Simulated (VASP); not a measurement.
# P (P6/mmm) in VASP: further runs, part 2 of 2

VASP 6.6.1.

## Step 3: Single point, PBE

INCAR

```
ALGO = Normal
EDIFF = 1E-6
ENCUT = 520
GGA = PE
ISIF = 2
ISMEAR = -1
LASPH = True
LCHARG = False
LREAL = False
LWAVE = False
NBANDS = 8
NELM = 60
PREC = Accurate
SIGMA = 0.05
```

KPOINTS

```
k-points
0
Gamma
  17 17 16
```

POSCAR

```
P
1.0
    2.5238172423      0.0000000000      0.0000000000
   -1.2619086212      2.1856898463      0.0000000000
    0.0000000000      0.0000000000      2.3586970731
P
1
Direct
    0.0000000000      0.0000000000      0.0000000000
```

Potentials or basis: VASP PAW PBE potentials, release 64 (P).

Started as:

```console
$ cat potpaw_PBE.64/P/POTCAR > POTCAR
$ mpirun -np 1 vasp_std > vasp.out
```

OUTCAR:

```text
EDIFF = 1E-6
   ENCUT = 520
   GGA = PE
   ISIF = 2
   ISMEAR = -1
   LASPH = True
   LREAL = False
   NELM = 60
   PREC = Accurate

 ion  position               nearest neighbor table
   1  0.000  0.000  0.000-

  LATTYP: Found a hexagonal cell.
 ALAT       =     2.5238172423
 C/A-ratio  =     0.9345752274

  Lattice vectors:

 A1 = (   2.5238172423,   0.0000000000,   0.0000000000)
 A2 = (  -1.2619086212,   2.1856898463,   0.0000000000)
 A3 = (   0.0000000000,   0.0000000000,   2.3586970731)

Analysis of symmetry for initial positions (statically):
=====================================================================
 Subroutine PRICEL returns:
 Original cell was already a primitive cell.

 Routine SETGRP: Setting up the symmetry group for a
 hexagonal supercell.

 Subroutine GETGRP returns: Found 24 space group operations
 (whereof 24 operations were pure point group operations)
 out of a pool of 24 trial point group operations.

The static configuration has the point symmetry D_6h.

Analysis of symmetry for dynamics (positions and initial velocities):
=====================================================================
 Subroutine PRICEL returns:
 Original cell was already a primitive cell.

 Routine SETGRP: Setting up the symmetry group for a
 hexagonal supercell.

 Subroutine GETGRP returns: Found 24 space group operations
 (whereof 24 operations were pure point group operations)
 out of a pool of 24 trial point group operations.

The dynamic configuration has the point symmetry D_6h.

 Subroutine INISYM returns: Found 24 space group operations
 (whereof 24 operations are pure point group operations),
 and found     1 'primitive' translations

----------------------------------------------------------------------------------------

                                     Primitive cell

  volume of cell :      13.0112

  direct lattice vectors                    reciprocal lattice vectors
     2.523817242  0.000000000  0.000000000     0.396225203  0.228760728  0.000000000
    -1.261908621  2.185689846  0.000000000     0.000000000  0.457521456  0.000000000
     0.000000000  0.000000000  2.358697073     0.000000000  0.000000000  0.423962878

  length of vectors
     2.523817242  2.523817242  2.358697073     0.457521456  0.457521456  0.423962878

  position of ions in fractional coordinates (direct lattice)
     0.000000000  0.000000000  0.000000000

  ion indices of the primitive-cell ions
   primitive index   ion index
                 1           1

----------------------------------------------------------------------------------------

 KPOINTS: k-points

Automatic generation of k-mesh.
 Grid dimensions read from file:
 generate k-points for:   17   17   16

 Generating k-lattice:

  Cartesian coordinates                     Fractional coordinates (reciprocal lattice)
     0.023307365  0.013456513  0.000000000     0.058823529 -0.000000000  0.000000000
     0.000000000  0.026913027  0.000000000     0.000000000  0.058823529  0.000000000
     0.000000000  0.000000000  0.026497680     0.000000000  0.000000000  0.062500000

  Length of vectors
     0.026913027  0.026913027  0.026497680

  Shift w.r.t. Gamma in fractional coordinates (k-lattice)
     0.000000000  0.000000000  0.000000000

 Subroutine IBZKPT returns following result:
 ===========================================

 Found    297 irreducible k-points:

 Following reciprocal coordinates:
            Coordinates               Weight
  0.000000  0.000000  0.000000      1.000000
  0.058824  0.000000  0.000000      6.000000
  0.117647  0.000000  0.000000      6.000000
  0.176471  0.000000  0.000000      6.000000
  0.235294  0.000000  0.000000      6.000000
  0.294118 -0.000000  0.000000      6.000000
[... 16 lines left out ...]
  0.411765  0.117647  0.000000     12.000000
  0.176471  0.176471  0.000000      6.000000
 [... further k-points ...]
   k-points           NKPTS =    297   k-points in BZ     NKDIM =    297   number of bands    NBANDS=      8
   number of dos      NEDOS =    301   number of ions     NIONS =      1
   total plane-waves  NPLWV =   7200
   dimension x,y,z NGX =    20 NGY =   20 NGZ =   18
   dimension x,y,z NGXF=    40 NGYF=   40 NGZF=   36
   ions per type =               1
   NGX,Y,Z   is equivalent  to a cutoff of  13.17, 13.17, 12.69 a.u.
   NGXF,Y,Z  is equivalent  to a cutoff of  26.35, 26.35, 25.37 a.u.
 SYSTEM =  unknown system
   PREC   = accura    normal or accurate (medium, high low for compatibility)
   ISTART =      0    job   : 0-new  1-cont  2-samecut
   ICHARG =      2    charge: 1-file 2-atom 10-const
   ISPIN  =      1    spin polarized calculation?
   LNONCOLLINEAR =      F non collinear calculations
   LSORBIT =      F    spin-orbit coupling
   LASPH  =      T    aspherical Exc in radial PAW
   ENCUT  =  520.0 eV  38.22 Ry    6.18 a.u.   4.69  4.69  4.39*2*pi/ulx,y,z
   NELM   =     60;   NELMIN=  2; NELMDL= -5     # of ELM steps
   EDIFF  = 0.1E-05   stopping-criterion for ELM
   LREAL  =      F    real-space projection
   EDIFFG = 0.1E-04   stopping-criterion for IOM
   NSW    =      0    number of steps for IOM
   IBRION =     -1    ionic relax: 0-MD 1-quasi-New 2-CG
   NFREE  =      0    steps in history (QN), initial steepest desc. (CG)
   ISIF   =      2    stress and relaxation
   ISYM   =      2    0-nonsym 1-usesym 2-fastsym
   POTIM  = 0.5000    time-step for ionic-motion
   TEBEG  =    0.0;   TEEND  =   0.0 temperature during run
   PSTRESS=    0.0 pullay stress
   NELECT =       5.0000    total number of electrons
   NUPDOWN=      -1.0000    fix difference up-down
   EMIN   =  10.00;   EMAX   =-10.00  energy-range for DOS
   EFERMI =   0.00;   METHOD = LEGACY
   ISMEAR =    -1;   SIGMA  =   0.05  broadening in eV -4-tet -1-fermi 0-gaus
   EFERMI_NEDOS =   21; number of points for ismear=-14 and -15
   IALGO  =     38    algorithm
   IMIX   =      4    mixing-type and parameters
     AMIX     =   0.40;   BMIX     =  1.00
     AMIX_MAG =   1.60;   BMIX_MAG =  1.00
  volume/ion in A,a.u.               =      13.01        87.80
  Fermi-wavevector in a.u.,A,eV,Ry     =   1.190215  2.249180 19.274162  1.416611
  Thomas-Fermi vector in A             =   2.326304
   LORBIT       =      0    0 simple, 1 ext, 2 COOP (PROOUT), +10 PAW based schemes
   GGA     = PE    functional components
[... 5 lines left out ...]
 non-spin polarized calculation
  energy-cutoff  :      520.00
  volume of cell :       13.01
 maximum number of plane-waves:       369
 NGX is ok and might be reduce to    20
   NGX =  9   NGY =  9   NGZ =  9

 number of electron       5.0000001 magnetization

 Free energy of the ion-electron system (eV)
  ---------------------------------------------------
  ext. energy  EPLUGINS =         0.00000000
  ---------------------------------------------------
  free energy    TOTEN  =        -4.85793402 eV

  energy without entropy =       -4.85440057  energy(sigma->0) =       -4.85616730

 E-fermi :  11.5388     XC(G=0): -11.8742

 val. band max:       11.5378811947   @ k =   0.1765   0.0588   0.0625
 cond. band min:      11.6016094308   @ k =   0.2941   0.1176   0.1250
 fundamental gap:      0.0637282361
 Fermi energy:        11.5388010986

 k-point     1 :       0.0000    0.0000    0.0000
  band No.  band energies     occupation
      1      -6.2586      2.00000
      2      17.0223      0.00000
      3      18.1634      0.00000
      4      18.5061      0.00000
      5      18.5061      0.00000
      6      23.2311      0.00000
      7      23.2311      0.00000
      8      29.2970      0.00000

 k-point     2 :       0.0588    0.0000    0.0000
  band No.  band energies     occupation
      1      -6.1568      2.00000
      2      16.8625      0.00000
      3      17.1046      0.00000
      4      18.1142      0.00000
      5      19.1625      0.00000
      6      22.9449      0.00000
      7      23.8071      0.00000
      8      29.6184      0.00000
[... 221 lines left out ...]
 k-point    23 :       0.4118    0.1176    0.0000
  band No.  band energies     occupation
      1       0.0154      2.00000
      2       2.8060      2.00000
      3      10.7138      2.00000
      4      20.4159      0.00000
      5      21.2135      0.00000
      6      26.9650      0.00000
      7      27.1591      0.00000
      8      31.2410      0.00000

 k-point    24 :       0.1765    0.1765    0.0000
  band No.  band energies     occupation
      1      -3.5453      2.00000
      2       9.0947      2.00000
      3      10.9933      1.99996
      4      19.1394      0.00000
      5      22.0299      0.00000
      6      24.2346      0.00000
      7      28.2752      0.00000
      8      30.8966      0.00000

 [... further k-points ...]
[... 5 lines left out ...]
  --------------------------------------------------------------------------------------
  -------------------------------------------------------------------------------------
  Total        1.1861682      1.1861682      1.1845831     -0.0000000      0.0000000     -0.0000000
  in kB      146.0623372    146.0623372    145.8671539     -0.0000000      0.0000000     -0.0000000
  external PRESSURE =     145.9972761 kB  Pullay stress =       0.0000000 kB

 VOLUME and BASIS-vectors are now :
 -----------------------------------------------------------------------------
  energy-cutoff  :      520.00
  volume of cell :       13.01
      direct lattice vectors                 reciprocal lattice vectors
     2.523817242  0.000000000  0.000000000     0.396225203  0.228760728  0.000000000
    -1.261908621  2.185689846  0.000000000     0.000000000  0.457521456  0.000000000
     0.000000000  0.000000000  2.358697073     0.000000000  0.000000000  0.423962878

 POSITION                                       TOTAL-FORCE (eV/Angst)
 -----------------------------------------------------------------------------------
      0.00000      0.00000      0.00000         0.000000      0.000000      0.000000
 -----------------------------------------------------------------------------------
    total drift:                               -0.000000     -0.000000      0.000000

  FREE ENERGIE OF THE ION-ELECTRON SYSTEM (eV)
  ---------------------------------------------------
  free  energy   TOTEN  =        -4.8579340198 eV

  energy  without entropy=       -4.8544005713  energy(sigma->0) =       -4.85616730
```

OSZICAR:

```text
N       E                     dE             d eps       ncg     rms          rms(c)
DAV:   1     0.223776744776E+00    0.22378E+00   -0.21838E+03  5000   0.455E+02
DAV:   2    -0.482305500098E+01   -0.50468E+01   -0.48276E+01  7040   0.476E+01
DAV:   3    -0.486058020702E+01   -0.37525E-01   -0.37455E-01  5328   0.457E+00
DAV:   4    -0.486062313888E+01   -0.42932E-04   -0.42933E-04  7800   0.165E-01
DAV:   5    -0.486062314853E+01   -0.96481E-08   -0.84684E-08  5464   0.141E-03    0.562E+00
DAV:   6    -0.485886513458E+01    0.17580E-02   -0.64797E-04  6168   0.198E-01    0.331E+00
DAV:   7    -0.485791920734E+01    0.94593E-03   -0.17592E-03  5648   0.328E-01    0.829E-02
DAV:   8    -0.485793301750E+01   -0.13810E-04   -0.74889E-05  6320   0.633E-02    0.849E-03
DAV:   9    -0.485793430305E+01   -0.12856E-05   -0.17945E-06  6720   0.117E-02    0.355E-03
DAV:  10    -0.485793401978E+01    0.28327E-06   -0.40705E-07  3296   0.411E-03
   1 F= -.48579340E+01 E0= -.48561673E+01  d E =-.353345E-02
```

stdout:

```text
POSCAR found type information on POSCAR P
 POSCAR found :  1 types and       1 ions
 scaLAPACK will be used
 LDA part: xc-table for (Slater+PW92), standard interpolation
 POSCAR, INCAR and KPOINTS ok, starting setup
 FFT: planning ... GRIDC
 FFT: planning ... GRID_SOFT
 FFT: planning ... GRID
 WAVECAR not read
 entering main loop
```

Wall time 8.3 s (1 thread of Intel Xeon 6975P-C (Granite Rapids), shared host); peak memory 0.13 GiB.

Results:

* Free energy: -4.8579 eV
* Pressure: 14.6 GPa

Levels at points of the mesh, in eV from the Fermi level:
```csv
k point,band 1,band 2,band 3,band 4,band 5,band 6,band 7
"(0.00, 0.00, 0.00)",-17.80,5.48,6.62,6.97,6.97,11.69,11.69
"(0.00, 0.00, 0.50)",-12.92,-9.77,10.07,10.07,14.49,14.49,15.93
```

## Step 4: Relaxation of cell and atoms, PBE, target pressure 15 GPa, at which the enthalpy is minimised

INCAR

```
SYSTEM = P
ALGO = Normal
EDIFF = 1E-6
EDIFFG = -0.005
ENCUT = 600
GGA = PE
IBRION = 2
ISIF = 3
ISMEAR = -1
LASPH = .True.
LCHARG = .False.
LREAL = .False.
LWAVE = .False.
NELM = 60
NSW = 32
PREC = Accurate
PSTRESS = 150.0
SIGMA = 0.05
```

KPOINTS

```
k-points
0
Gamma
  17 17 16
  0 0 0
```

POSCAR

```
P
1.0
    2.5235573043      0.0000000000      0.0000000000
   -1.2617786522      2.1854647334      0.0000000000
    0.0000000000      0.0000000000      2.3585826246
P
1
Direct
    0.0000000000      0.0000000000      0.0000000000
```

Started as:

```console
$ cat potpaw_PBE.64/P/POTCAR > POTCAR
$ mpirun -np 1 vasp_std > vasp.out
```

Wall time 26 s (1 thread of Intel Xeon Platinum 8488C (Sapphire Rapids), shared host); peak memory 0.13 GiB.

It converged, with:

```yaml
Free_energy: -4.8552 eV
Relaxed_volume: 12.98 Å³/atom
Relaxed_cell: a = 2.522 Å, b = 2.522 Å, c = 2.357 Å, α = 90.00°, β = 90.00°, γ = 120.00°
Space_group_after_relaxing_to_0.05_Å: P6/mmm (No. 191)
Energy_change_on_relaxing_the_enthalpy_is_what_falls: +2.6 meV/atom
Ionic_steps: 3
Pressure_after_relaxing: 15.0 GPa
```

Step by step:
```
step  energy change (eV)  largest force (eV/Å)  pressure (GPa)  volume (Å³)
   1              0.0000                0.0000           14.66        13.01
   2              0.0049                0.0000           15.28        12.96
   3              0.0026                0.0000           15.00        12.98
```

Final structure:
```yaml
crystal:
  lattice:
    - [2.52177, 0.00000, 0.00000]
    - [-1.26088, 2.18392, 0.00000]
    - [0.00000, 0.00000, 2.35675]
  atoms:
    - { symbol: P, position: [0.00000, 0.00000, 0.00000] }
```

Levels at points of the mesh, in eV from the Fermi level:
```
           k point  band 1  band 2  band 3  band 4  band 5  band 6
(0.00, 0.00, 0.00)  -17.82    5.50    6.62    6.99    6.99   11.70
(0.00, 0.00, 0.50)  -12.94   -9.79   10.10   10.10   14.50   14.50
```

Caveat: the cell is relaxed towards a set pressure, so the enthalpy falls and the energy may rise.

## Step 5: Relaxation of cell and atoms, PBE, target pressure 15 GPa, at which the enthalpy is minimised

This run uses another cell than the first one, of 13.25 Å³/atom, 1.019 times its volume.

INCAR

```
SYSTEM = P
PREC = Accurate ; ENCUT = 600
EDIFF = 1E-6 ; ISMEAR = -1
SIGMA = 0.05 ; LREAL = .False.
LASPH = .True. ; NELM = 60
ALGO = Normal ; ISIF = 3
LWAVE = .False. ; LCHARG = .False.
GGA = PE ; IBRION = 2
NSW = 60 ; EDIFFG = -0.005
PSTRESS = 150.0
```

KPOINTS

```
Automatic mesh
0
Gamma
  17 17 16
  0 0 0
```

POSCAR

```
P
1.0
    2.5343019865      0.0000000000      0.0000000000
   -1.2671509933      2.1947699012      0.0000000000
    0.0000000000      0.0000000000      2.3822438673
P
1
Direct
    0.0000000000      0.0000000000      0.0000000000
```

Started as:

```console
$ cat potpaw_PBE.64/P/POTCAR > POTCAR
$ mpirun -np 1 vasp_std > vasp.out
```

Run time: 34 s. Hardware: 1 thread of Intel Xeon Platinum 8488C (Sapphire Rapids), shared host; peak memory 0.13 GiB.

It converged, with:

* Free energy: -4.8552 eV
* Relaxed volume: 12.98 Å³/atom
* Relaxed cell: a = 2.521 Å, b = 2.521 Å, c = 2.357 Å, α = 90.00°, β = 90.00°, γ = 120.00°
* Space group after relaxing (to 0.05 Å): P6/mmm (No. 191)
* Energy change on relaxing (the enthalpy is what falls): +22.5 meV/atom
* Ionic steps: 4
* Pressure after relaxing: 15.0 GPa

The path:
| step | energy change (eV) | largest force (eV/Å) | pressure (GPa) | volume (Å³) |
| --- | --- | --- | --- | --- |
| 1 | 0.0000 | 0.0000 | 11.88 | 13.25 |
| 2 | 0.0446 | 0.0000 | 17.73 | 12.76 |
| 3 | 0.0230 | 0.0000 | 15.06 | 12.97 |
| 4 | 0.0225 | 0.0000 | 15.01 | 12.98 |

Final structure:
```yaml
crystal:
  lattice:
    - [2.52142, 0.00000, 0.00000]
    - [-1.26071, 2.18361, 0.00000]
    - [0.00000, 0.00000, 2.35730]
  atoms:
    - { symbol: P, position: [0.00000, 0.00000, 0.00000] }
```

Levels at points of the mesh, in eV from the Fermi level:
```tsv
k point	band 1	band 2	band 3	band 4	band 5	band 6
(0.00, 0.00, 0.00)	-17.83	5.49	6.62	7.00	7.00	11.70
(0.00, 0.00, 0.50)	-12.94	-9.79	10.10	10.10	14.50	14.50
```

Caveat: the cell is relaxed towards a set pressure, so the enthalpy falls and the energy may rise.

## Step 6: Summary

| task | cell | cutoff (eV) | gap on the mesh (eV) | pressure (GPa) |
| --- | --- | --- | --- | --- |
| single point | a = 2.524, b = 2.524, c = 2.359 Å, angles 90.0, 90.0, 120.0°, 1 atom | 520 | none | 14.6 |
| relaxation of cell and atoms | relaxed to 15 GPa from a = 2.524, b = 2.524, c = 2.359 Å, angles 90.0, 90.0, 120.0°, 1 atom | 600 | none | 15.0 |
| relaxation of cell and atoms | relaxed to 15 GPa from a = 2.534, b = 2.534, c = 2.382 Å, angles 90.0, 90.0, 120.0°, 1 atom | 600 | none | 15.0 |

Alike in all rows: level PBE; potentials or basis VASP PAW PBE potentials, release 64 (P); no spin polarisation; k mesh 17 × 17 × 16; smearing fermi-dirac 0.05 eV.

Caveats: the cell is relaxed towards a set pressure, so the enthalpy falls and the energy may rise (some runs).

Total energies depend on the potentials used, so only differences within one code and one set of settings carry meaning.
